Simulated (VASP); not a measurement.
Here is a VASP 6.6.1 calculation.

INCAR

```
SYSTEM = BaTiO3
  PREC = Accurate
  ENCUT = 520
  EDIFF = 1E-6
  ISMEAR = -1
  SIGMA = 0.05
  LREAL = .False.
  LASPH = .True.
  NELM = 80
  ALGO = Normal
  ISIF = 2
  LWAVE = .False.
  LCHARG = .True.
  GGA = PE
  LELF = .True.
  LVHAR = .True.
  NBANDS = 28
```

The input KPOINTS:

```
Automatic mesh
0
Gamma
  7 7 7
  0 0 0
```

Contents of POSCAR:

```
BaTiO3
1.0
    2.8828192476      1.6643964686      2.3638637331
   -2.8828192476      1.6643964686      2.3638637331
    0.0000000000     -3.3287929373      2.3638637331
Ba Ti O
1 1 3
Direct
    0.0000000000      0.0000000000      0.0000000000
    0.4845000000      0.4845000000      0.4845000000
    0.5086000000      0.0175000000      0.5086000000
    0.0175000000      0.5086000000      0.5086000000
    0.5086000000      0.5086000000      0.0175000000
```

Potentials or basis: VASP PAW PBE potentials, release 64 (Ba_sv, Ti_sv, O).

Run with:

```console
$ cat potpaw_PBE.64/Ba_sv/POTCAR potpaw_PBE.64/Ti_sv/POTCAR potpaw_PBE.64/O/POTCAR > POTCAR
$ mpirun -np 1 vasp_std > vasp.out
```

Q: Predict the pressure.

A: -2.7 GPa.

Q: What does it give for the largest force?

A: 0.368 eV/Å.

Q: Predict the band gap on the k mesh.

A: 2.29 eV, indirect (least direct gap 2.67 eV).

Forces in eV/Å, atoms in the order of the input:
```
Ba   0.000  0.000 -0.132
Ti   0.000  0.000 -0.368
O   -0.181  0.105  0.167
O    0.181  0.105  0.167
O    0.000 -0.209  0.167
```

Caveat: spin-orbit coupling is left out, which moves the levels of the heavy elements. A k mesh can miss the band edges.
